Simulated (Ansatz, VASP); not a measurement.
# Two plane-wave programs on Sr2CdAgC6N6

```
Sr Cd Ag C N
1.0
     0.00000    5.92906    5.92906
     5.92906    0.00000    5.92906
     5.92906    5.92906    0.00000
Sr Cd Ag C N
2 1 1 6 6
Direct
  0.25000 0.25000 0.25000
  0.75000 0.75000 0.75000
  0.00000 0.00000 0.00000
  0.50000 0.50000 0.50000
  0.80058 0.19942 0.19942
  0.19942 0.80058 0.19942
  0.19942 0.19942 0.80058
  0.19942 0.80058 0.80058
  0.80058 0.19942 0.80058
  0.80058 0.80058 0.19942
  0.70167 0.29833 0.29833
  0.29833 0.70167 0.29833
  0.29833 0.29833 0.70167
  0.29833 0.70167 0.70167
  0.70167 0.29833 0.70167
  0.70167 0.70167 0.29833
```

Alike in both runs: functional PBE; k mesh 4 × 4 × 4; occupations gaussian, width 0.1 eV; no spin polarisation.

Ansatz relaxed the structure, and its values are those at the end. VASP's run is a single point on that final structure, the one shown.

|  | VASP | Ansatz |
| --- | --- | --- |
| version | VASP 6.6.1 | Ansatz 0.2.0 |
| potentials or method | VASP PAW PBE potentials, release 64 (Sr_sv, Cd, Ag, C, N), cutoff 520 eV | scalar-relativistic, plane waves, PAW |
| valence electrons in the cell | 97 | 113 |

|  | VASP | Ansatz | Ansatz less VASP |
| --- | --- | --- | --- |
| gap on the k mesh at the Fermi level (eV) | none | none | - |
| pressure (GPa) | 0.3 | 0.0 | -0.32 |
| rms of the force components (eV/Å) | 0.195 | 0.001 | -0.1937 |

A gap of «none» marks a metal or a gap that the smearing closes. One of these differences is far larger than is usual between the two programs; its cause wasn't traced. The functional is the same, so the differences come from potentials, cutoffs and numerics. VASP's potentials hold 97 valence electrons a cell and Ansatz's 113, so a difference there can come from the potentials and not from the codes.

Noted on VASP's run: the standard files for N, O and F lose accuracy on very short bonds.
